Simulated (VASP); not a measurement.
# Re (P6/mmm) in VASP: notebook

Re is run at these levels: PBEsol; tasks: single point.

Program: VASP 6.6.1. These are calculated values, not measurements. Logs are shortened: lines on timing, memory, paths and dates and some standing lists are left out, and cuts for length are marked.

## (1) The cell of the first run

Symmetry: P6/mmm, No. 191, hexagonal system. The conventional cell has a = 2.589 Å, b = 2.589 Å, c = 2.326 Å, α = 90.00°, β = 90.00°, γ = 120.00°. Re (site symmetry 6/mmm) has 8 Re at 2.33 to 2.59 Å within 3.1 Å.

## (2) Single point, PBEsol

File INCAR:

```
SYSTEM = Re
PREC = Accurate
ENCUT = 520
EDIFF = 1E-6
ISMEAR = -1
SIGMA = 0.1
LREAL = .FALSE.
LASPH = .TRUE.
NELM = 80
ALGO = Normal
ISIF = 2
LWAVE = .FALSE.
LCHARG = .FALSE.
GGA = PS
NBANDS = 10
```

File KPOINTS:

```
regular mesh
0
G
  17 17 16
  0 0 0
```

File POSCAR:

```
Re
1.0
    2.5892804081      0.0000000000      0.0000000000
   -1.2946402041      2.2423826110      0.0000000000
    0.0000000000      0.0000000000      2.3264854342
Re
1
Direct
    0.0000000000      0.0000000000      0.0000000000
```

Potentials or basis: VASP PAW PBE potentials, release 64 (Re).

Launch:

```bash
$ cat potpaw_PBE.64/Re/POTCAR > POTCAR
$ mpirun -np 1 vasp_std > vasp.out
```

OUTCAR:

```text
SYSTEM = Re
   PREC = Accurate
   ENCUT = 520
   EDIFF = 1E-6
   ISMEAR = -1
   LREAL = .FALSE.
   LASPH = .TRUE.
   NELM = 80
   ISIF = 2
   GGA = PS

 ion  position               nearest neighbor table
   1  0.000  0.000  0.000-

  LATTYP: Found a hexagonal cell.
 ALAT       =     2.5892804081
 C/A-ratio  =     0.8985065607

  Lattice vectors:

 A1 = (   2.5892804081,   0.0000000000,   0.0000000000)
 A2 = (  -1.2946402041,   2.2423826110,   0.0000000000)
 A3 = (   0.0000000000,   0.0000000000,   2.3264854342)

Analysis of symmetry for initial positions (statically):
=====================================================================
 Subroutine PRICEL returns:
 Original cell was already a primitive cell.

 Routine SETGRP: Setting up the symmetry group for a
 hexagonal supercell.

 Subroutine GETGRP returns: Found 24 space group operations
 (whereof 24 operations were pure point group operations)
 out of a pool of 24 trial point group operations.

The static configuration has the point symmetry D_6h.

Analysis of symmetry for dynamics (positions and initial velocities):
=====================================================================
 Subroutine PRICEL returns:
 Original cell was already a primitive cell.

 Routine SETGRP: Setting up the symmetry group for a
 hexagonal supercell.

 Subroutine GETGRP returns: Found 24 space group operations
 (whereof 24 operations were pure point group operations)
 out of a pool of 24 trial point group operations.

The dynamic configuration has the point symmetry D_6h.

 Subroutine INISYM returns: Found 24 space group operations
 (whereof 24 operations are pure point group operations),
 and found     1 'primitive' translations

----------------------------------------------------------------------------------------

                                     Primitive cell

  volume of cell :      13.5079

  direct lattice vectors                    reciprocal lattice vectors
     2.589280408  0.000000000  0.000000000     0.386207688  0.222977113  0.000000000
    -1.294640204  2.242382611  0.000000000     0.000000000  0.445954225  0.000000000
     0.000000000  0.000000000  2.326485434     0.000000000  0.000000000  0.429832908

  length of vectors
     2.589280408  2.589280408  2.326485434     0.445954225  0.445954225  0.429832908

  position of ions in fractional coordinates (direct lattice)
     0.000000000  0.000000000  0.000000000

  ion indices of the primitive-cell ions
   primitive index   ion index
                 1           1

----------------------------------------------------------------------------------------

 KPOINTS: regular mesh

Automatic generation of k-mesh.
 Grid dimensions read from file:
 generate k-points for:   17   17   16

 Generating k-lattice:

  Cartesian coordinates                     Fractional coordinates (reciprocal lattice)
     0.022718099  0.013116301  0.000000000     0.058823529  0.000000000  0.000000000
     0.000000000  0.026232601  0.000000000     0.000000000  0.058823529  0.000000000
     0.000000000  0.000000000  0.026864557     0.000000000  0.000000000  0.062500000

  Length of vectors
     0.026232601  0.026232601  0.026864557

  Shift w.r.t. Gamma in fractional coordinates (k-lattice)
     0.000000000  0.000000000  0.000000000

 Subroutine IBZKPT returns following result:
 ===========================================

 Found    297 irreducible k-points:

 Following reciprocal coordinates:
            Coordinates               Weight
  0.000000  0.000000  0.000000      1.000000
  0.058824 -0.000000  0.000000      6.000000
  0.117647  0.000000  0.000000      6.000000
  0.176471  0.000000  0.000000      6.000000
  0.235294  0.000000  0.000000      6.000000
  0.294118 -0.000000  0.000000      6.000000
[... 16 lines left out ...]
  0.411765  0.117647  0.000000     12.000000
  0.176471  0.176471  0.000000      6.000000
 [... further k-points ...]
   k-points           NKPTS =    297   k-points in BZ     NKDIM =    297   number of bands    NBANDS=     10
   number of dos      NEDOS =    301   number of ions     NIONS =      1
   total plane-waves  NPLWV =   7200
   dimension x,y,z NGX =    20 NGY =   20 NGZ =   18
   dimension x,y,z NGXF=    40 NGYF=   40 NGZF=   36
   ions per type =               1
   NGX,Y,Z   is equivalent  to a cutoff of  12.84, 12.84, 12.86 a.u.
   NGXF,Y,Z  is equivalent  to a cutoff of  25.68, 25.68, 25.72 a.u.
 SYSTEM =  Re
   PREC   = accura    normal or accurate (medium, high low for compatibility)
   ISTART =      0    job   : 0-new  1-cont  2-samecut
   ICHARG =      2    charge: 1-file 2-atom 10-const
   ISPIN  =      1    spin polarized calculation?
   LNONCOLLINEAR =      F non collinear calculations
   LSORBIT =      F    spin-orbit coupling
   LASPH  =      T    aspherical Exc in radial PAW
   ENCUT  =  520.0 eV  38.22 Ry    6.18 a.u.   4.81  4.81  4.33*2*pi/ulx,y,z
   NELM   =     80;   NELMIN=  2; NELMDL= -5     # of ELM steps
   EDIFF  = 0.1E-05   stopping-criterion for ELM
   LREAL  =      F    real-space projection
   EDIFFG = 0.1E-04   stopping-criterion for IOM
   NSW    =      0    number of steps for IOM
   IBRION =     -1    ionic relax: 0-MD 1-quasi-New 2-CG
   NFREE  =      0    steps in history (QN), initial steepest desc. (CG)
   ISIF   =      2    stress and relaxation
   ISYM   =      2    0-nonsym 1-usesym 2-fastsym
   POTIM  = 0.5000    time-step for ionic-motion
   TEBEG  =    0.0;   TEEND  =   0.0 temperature during run
   PSTRESS=    0.0 pullay stress
   NELECT =       7.0000    total number of electrons
   NUPDOWN=      -1.0000    fix difference up-down
   EMIN   =  10.00;   EMAX   =-10.00  energy-range for DOS
   EFERMI =   0.00;   METHOD = LEGACY
   ISMEAR =    -1;   SIGMA  =   0.10  broadening in eV -4-tet -1-fermi 0-gaus
   EFERMI_NEDOS =   21; number of points for ismear=-14 and -15
   IALGO  =     38    algorithm
   IMIX   =      4    mixing-type and parameters
     AMIX     =   0.40;   BMIX     =  1.00
     AMIX_MAG =   1.60;   BMIX_MAG =  1.00
  volume/ion in A,a.u.               =      13.51        91.16
  Fermi-wavevector in a.u.,A,eV,Ry     =   1.314956  2.484906 23.525950  1.729109
  Thomas-Fermi vector in A             =   2.445172
   LORBIT       =      0    0 simple, 1 ext, 2 COOP (PROOUT), +10 PAW based schemes
   GGA     = PS    functional components
   LHFCALC =     F    Hartree Fock is set to
   AEXX    =    0.0000 exact exchange contribution
   IVDW    =     0    specifies the selected vdW correction
   LEPSILON=     F    determine dielectric tensor
   LRPA    =     F    only Hartree local field effects (RPA)
 non-spin polarized calculation
  energy-cutoff  :      520.00
  volume of cell :       13.51
 maximum number of plane-waves:       381
 NGX is ok and might be reduce to    20

 number of electron       7.0000001 magnetization

 Free energy of the ion-electron system (eV)
  ---------------------------------------------------
  ext. energy  EPLUGINS =         0.00000000
  ---------------------------------------------------
  free energy    TOTEN  =       -11.87563671 eV

  energy without entropy =      -11.84563163  energy(sigma->0) =      -11.86063417

 E-fermi :   9.4302     XC(G=0): -14.1911

 val. band max:        9.4173555042   @ k =   0.2941   0.1765   0.5000
 cond. band min:       9.4351231798   @ k =   0.2941  -0.0000   0.5000
 fundamental gap:      0.0177676756
 Fermi energy:         9.4301801503

 k-point     1 :       0.0000    0.0000    0.0000
  band No.  band energies     occupation
      1      -1.5311      2.00000
      2       2.3474      2.00000
      3       6.9530      2.00000
      4       6.9530      2.00000
      5      14.6162      0.00000
      6      14.6162      0.00000
      7      22.9208      0.00000
      8      27.8978      0.00000
      9      32.3066      0.00000
     10      32.3066      0.00000

 k-point     2 :       0.0588   -0.0000    0.0000
  band No.  band energies     occupation
      1      -1.3593      2.00000
      2       2.4184      2.00000
      3       6.7701      2.00000
      4       7.1197      2.00000
      5      14.4040      0.00000
      6      14.5820      0.00000
      7      23.3447      0.00000
      8      28.2622      0.00000
      9      31.2490      0.00000
     10      31.9737      0.00000

 k-point     3 :       0.1176    0.0000    0.0000
  band No.  band energies     occupation
      1      -0.8726      2.00000
      2       2.6246      2.00000
      3       6.3129      2.00000
      4       7.6133      2.00000
      5      13.8430      0.00000
      6      14.4848      0.00000
      7      24.5026      0.00000
      8      29.2652      0.00000
      9      29.3418      0.00000
     10      31.1181      0.00000

 k-point     4 :       0.1765    0.0000    0.0000
  band No.  band energies     occupation
      1      -0.1623      2.00000
      2       2.9258      2.00000
      3       5.8176      2.00000
      4       8.4132      1.99992
      5      13.0943      0.00000
      6      14.3404      0.00000
      7      25.8533      0.00000
      8      27.6959      0.00000
      9      29.9687      0.00000
     10      30.6915      0.00000
[... 222 lines left out ...]
 k-point    22 :       0.3529    0.1176    0.0000
  band No.  band energies     occupation
      1       2.2064      2.00000
      2       3.4168      2.00000
      3       7.4180      2.00000
      4      10.7130      0.00001
      5      13.3309      0.00000
      6      14.3282      0.00000
      7      20.0146      0.00000
      8      23.2694      0.00000
      9      30.0111      0.00000
     10      36.1069      0.00000

 k-point    23 :       0.4118    0.1176    0.0000
  band No.  band energies     occupation
      1       2.1632      2.00000
      2       3.5002      2.00000
      3       8.1581      1.99999
      4      10.5341      0.00003
      5      13.2474      0.00000
      6      15.1712      0.00000
      7      19.1710      0.00000
      8      22.5234      0.00000
      9      29.6173      0.00000
     10      35.8514      0.00000

 k-point    24 :       0.1765    0.1765    0.0000
  band No.  band energies     occupation
      1       1.7607      2.00000
      2       4.0719      2.00000
      3       4.5633      2.00000
      4      11.5668      0.00000
      5      11.6697      0.00000
      6      13.6279      0.00000
      7      23.2796      0.00000
      8      25.2542      0.00000
      9      32.8801      0.00000
     10      32.9103      0.00000

 [... further k-points ...]
[... 5 lines left out ...]
  --------------------------------------------------------------------------------------
  -------------------------------------------------------------------------------------
  Total        6.0941564      6.0941564      5.4786656     -0.0000000      0.0000000     -0.0000000
  in kB      722.8281234    722.8281234    649.8247358     -0.0000000      0.0000000     -0.0000000
  external PRESSURE =     698.4936609 kB  Pullay stress =       0.0000000 kB

 VOLUME and BASIS-vectors are now :
 -----------------------------------------------------------------------------
  energy-cutoff  :      520.00
  volume of cell :       13.51
      direct lattice vectors                 reciprocal lattice vectors
     2.589280408  0.000000000  0.000000000     0.386207688  0.222977113  0.000000000
    -1.294640204  2.242382611  0.000000000     0.000000000  0.445954225  0.000000000
     0.000000000  0.000000000  2.326485434     0.000000000  0.000000000  0.429832908

 POSITION                                       TOTAL-FORCE (eV/Angst)
 -----------------------------------------------------------------------------------
      0.00000      0.00000      0.00000         0.000000      0.000000      0.000000
 -----------------------------------------------------------------------------------
    total drift:                                0.000000      0.000000      0.000000

  FREE ENERGIE OF THE ION-ELECTRON SYSTEM (eV)
  ---------------------------------------------------
  free  energy   TOTEN  =       -11.8756367061 eV

  energy  without entropy=      -11.8456316318  energy(sigma->0) =      -11.86063417
```

It took 16 s on 1 thread of Intel Xeon 6975P-C, shared host; peak memory 0.16 GiB.

Results:

- Free energy: -11.8756 eV
- Pressure: 69.8 GPa

Levels at points of the mesh, in eV from the Fermi level:
| k point | band 1 | band 2 | band 3 | band 4 | band 5 | band 6 | band 7 |
| --- | --- | --- | --- | --- | --- | --- | --- |
| (0.00, 0.00, 0.00) | -10.96 | -7.08 | -2.48 | -2.48 | 5.19 | 5.19 | 13.49 |
| (0.00, 0.00, 0.50) | -6.68 | -1.07 | -1.07 | -1.00 | -0.63 | -0.63 | 13.17 |

Caveat: the PAW data sets were made with another functional, which shifts forces and pressure a little; spin-orbit coupling is left out, which moves the levels of the heavy elements.

## (3) Single point, PBEsol

File INCAR:

```
  PREC = Accurate
  ENCUT = 520
  EDIFF = 1E-6
  ISMEAR = -1
  SIGMA = 0.1
  LREAL = F
  LASPH = T
  NELM = 80
  ALGO = Normal
  ISIF = 2
  LWAVE = F
  LCHARG = F
  GGA = PS
  NBANDS = 10
```

File KPOINTS:

```
Automatic mesh
0
Gamma
  17 17 16
```

File POSCAR:

```
Re
1.0
    2.5890116854      0.0000000000      0.0000000000
   -1.2945058427      2.2421498902      0.0000000000
    0.0000000000      0.0000000000      2.3260050478
Re
1
Direct
    0.0000000000      0.0000000000      0.0000000000
```

Potentials or basis: VASP PAW PBE potentials, release 64 (Re).

Launch:

```bash
$ cat potpaw_PBE.64/Re/POTCAR > POTCAR
$ mpirun -np 1 vasp_std > vasp.out
```

Wall time 23 s (1 thread of Intel Xeon 6975P-C, shared host); peak memory 0.16 GiB.

Results (log left out):

```yaml
Free_energy: -11.8732 eV
Pressure: 70.1 GPa
```

Stress tensor (GPa, compression positive):
```
72.49  0.00  0.00
 0.00 72.49  0.00
 0.00  0.00 65.30
```

Levels at points of the mesh, in eV from the Fermi level:
```tsv
k point	band 1	band 2	band 3	band 4	band 5	band 6	band 7
(0.00, 0.00, 0.00)	-10.96	-7.09	-2.48	-2.48	5.19	5.19	13.49
(0.00, 0.00, 0.50)	-6.68	-1.07	-1.07	-1.00	-0.63	-0.63	13.18
```

Caveat: the PAW data sets were made with another functional, which shifts forces and pressure a little; spin-orbit coupling is left out, which moves the levels of the heavy elements.

## (4) Single point, PBEsol

This run uses another cell than the first one: it holds 3 atoms, not 1.

File INCAR:

```
ALGO = Normal
EDIFF = 1E-6
ENCUT = 520
GGA = PS
ISIF = 2
ISMEAR = -1
LASPH = T
LCHARG = T
LELF = T
LREAL = F
LVHAR = T
LWAVE = F
NBANDS = 18
NELM = 80
PREC = Accurate
SIGMA = 0.1
```

File KPOINTS:

```
k-points
0
Gamma
  9 9 12
```

File POSCAR:

```
Re
1.0
    4.1576734972      0.0000000000      0.0000000000
   -2.0788367486      3.6006508692      0.0000000000
    0.0000000000      0.0000000000      2.5782680631
Re
3
Direct
    0.0000000000      0.0000000000      0.0000000000
    0.3333333333      0.6666666667      0.5000000000
    0.6666666667      0.3333333333      0.5000000000
```

Potentials or basis: VASP PAW PBE potentials, release 64 (Re).

Launch:

```bash
$ cat potpaw_PBE.64/Re/POTCAR > POTCAR
$ mpirun -np 1 vasp_std > vasp.out
```

OUTCAR:

```text
EDIFF = 1E-6
   ENCUT = 520
   GGA = PS
   ISIF = 2
   ISMEAR = -1
   LASPH = T
   LREAL = F
   NELM = 80
   PREC = Accurate

 ion  position               nearest neighbor table
   1  0.000  0.000  0.000-   2 2.72   3 2.72   2 2.72   3 2.72   2 2.72   2 2.72   3 2.72   3 2.72
                             3 2.72   3 2.72   2 2.72   2 2.72
   2  0.333  0.667  0.500-   3 2.40   3 2.40   3 2.40   1 2.72   1 2.72   1 2.72   1 2.72   1 2.72
                             1 2.72
   3  0.667  0.333  0.500-   2 2.40   2 2.40   2 2.40   1 2.72   1 2.72   1 2.72   1 2.72   1 2.72
                             1 2.72
[... 696 lines left out ...]
     18      14.5374      0.00000

 [... further k-points ...]
[... 5 lines left out ...]
  --------------------------------------------------------------------------------------
  -------------------------------------------------------------------------------------
  Total       17.1237177     17.1237177     17.4358899      0.0000000     -0.0000000      0.0000000
  in kB      710.8028799    710.8028799    723.7610984      0.0000000     -0.0000000      0.0000000
  external PRESSURE =     715.1222861 kB  Pullay stress =       0.0000000 kB

 VOLUME and BASIS-vectors are now :
 -----------------------------------------------------------------------------
  energy-cutoff  :      520.00
  volume of cell :       38.60
      direct lattice vectors                 reciprocal lattice vectors
     4.157673497  0.000000000  0.000000000     0.240519127  0.138863783  0.000000000
    -2.078836749  3.600650869  0.000000000     0.000000000  0.277727565  0.000000000
     0.000000000  0.000000000  2.578268063     0.000000000  0.000000000  0.387857265

 POSITION                                       TOTAL-FORCE (eV/Angst)
 -----------------------------------------------------------------------------------
      0.00000      0.00000      0.00000        -0.000000      0.000000      0.000000
     -0.00000      2.40043      1.28913        -0.000000      0.000000     -0.000000
      2.07884      1.20022      1.28913         0.000000     -0.000000      0.000000
 -----------------------------------------------------------------------------------
    total drift:                               -0.000000      0.000000      0.000000

  FREE ENERGIE OF THE ION-ELECTRON SYSTEM (eV)
  ---------------------------------------------------
  free  energy   TOTEN  =       -38.4635554436 eV

  energy  without entropy=      -38.4073889678  energy(sigma->0) =      -38.43547221
```

OSZICAR:

```text
N       E                     dE             d eps       ncg     rms          rms(c)
DAV:   1     0.784208999381E+02    0.78421E+02   -0.99246E+03  5804   0.145E+03
DAV:   2    -0.323765140325E+02   -0.11080E+03   -0.10099E+03  5700   0.431E+02
DAV:   3    -0.398951818723E+02   -0.75187E+01   -0.65865E+01  4706   0.234E+02
DAV:   4    -0.402746461824E+02   -0.37946E+00   -0.36502E+00  5108   0.327E+01
DAV:   5    -0.402884241727E+02   -0.13778E-01   -0.13603E-01  4986   0.492E+00    0.702E+01
DAV:   6    -0.390272339050E+02    0.12612E+01   -0.98774E-01  5944   0.225E+01    0.353E+01
DAV:   7    -0.385867863067E+02    0.44045E+00   -0.14717E+00  5952   0.282E+01    0.362E+00
DAV:   8    -0.384695011203E+02    0.11729E+00   -0.51759E-01  5906   0.173E+01    0.127E+00
DAV:   9    -0.384636261803E+02    0.58749E-02   -0.17098E-02  5294   0.200E+00    0.250E-01
DAV:  10    -0.384635532163E+02    0.72964E-04   -0.72076E-04  5848   0.501E-01    0.876E-02
DAV:  11    -0.384635557277E+02   -0.25114E-05   -0.88794E-05  5294   0.125E-01    0.126E-02
DAV:  12    -0.384635554436E+02    0.28413E-06   -0.36660E-06  2654   0.418E-02
   1 F= -.38463555E+02 E0= -.38435472E+02  d E =-.561665E-01
```

Run time: 41 s. Hardware: 1 thread of Intel Xeon 6975P-C, shared host; peak memory 0.19 GiB.

What came out:

```
Free energy : -38.4636 eV
Pressure    : 71.5 GPa
```

Caveat: the PAW data sets were made with another functional, which shifts forces and pressure a little; spin-orbit coupling is left out, which moves the levels of the heavy elements.

[end of part 1 of 2]
